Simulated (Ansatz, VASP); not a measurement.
# SrO: VASP beside Ansatz

Contents of INCAR:

```
SYSTEM = SrO
PREC = Accurate ; ENCUT = 520
EDIFF = 1E-8 ; ISMEAR = -1
SIGMA = 0.03 ; LREAL = .FALSE.
LASPH = .TRUE. ; NELM = 100
ALGO = Normal ; ISIF = 2
LWAVE = .FALSE. ; LCHARG = .FALSE.
GGA = PS ; LEFG = .TRUE.
NBANDS = 15
```

The input KPOINTS:

```
regular mesh
0
G
  8 8 8
  0 0 0
```

POSCAR

```
SrO
1.0
    0.0000000000      2.5698000000      2.5954980000
    2.5698000000      0.0000000000      2.5954980000
    2.5698000000      2.5698000000      0.0000000000
Sr O
1 1
Direct
    0.0000000000      0.0000000000      0.0000000000
    0.5000000000      0.5000000000      0.5000000000
```

Input for Ansatz:

```yaml
crystal:
  lattice:
    - [0.0, 2.5698, 2.595498]
    - [2.5698, 0.0, 2.595498]
    - [2.5698, 2.5698, 0.0]
  atoms:
    - { symbol: Sr, position: [0.0, 0.0, 0.0] }
    - { symbol: O, position: [0.5, 0.5, 0.5] }
kpoints:
  mp_grid: { grid: [8, 8, 8] }
scf:
  occupations: { method: fermi_dirac, width: 0.03 }
hamiltonian:
  xc: pbesol
  pseudopotentials: { kind: paw }
output:
  forces: true
  stress: true
  eigenvalues: true
  efg: { contact_densities: true }
  write_density: true
  write_potential: true
  elf: true
  volumetric_format: npy
```

Change from the starting cell: zz strain of +1 %, PAW files.

Alike in both runs: task electric field gradients; functional PBEsol; k mesh 8 × 8 × 8; occupations fermi-dirac, width 0.03 eV; no spin polarisation.

```csv
,VASP,Ansatz
version,VASP 6.6.1,Ansatz 0.2.0
potentials or method,"VASP PAW PBE potentials, release 64 (Sr_sv, O)","PAW with Ansatz's default frozen-core files, scalar-relativistic"
plane-wave cutoff (eV),520,420
valence electrons in the cell,16,16
```

Ansatz gave:

```
gap on the k mesh at the Fermi level (eV)                     : 3.19
pressure (GPa)                                                : -1.8
traceless stress, the component that is largest in VASP (GPa) : -0.78
size of Vzz on the site where it differs most (V/Å²)          : 3.2
```

Problem. What did VASP give for the same quantities?

Solution. gap on the k mesh at the Fermi level (eV): 3.14; pressure (GPa): -1.2; traceless stress, the component that is largest in VASP (GPa): -0.83; size of Vzz on the site where it differs most (V/Å²): 3.4.

VASP's potentials were made for PBE, not for PBEsol.
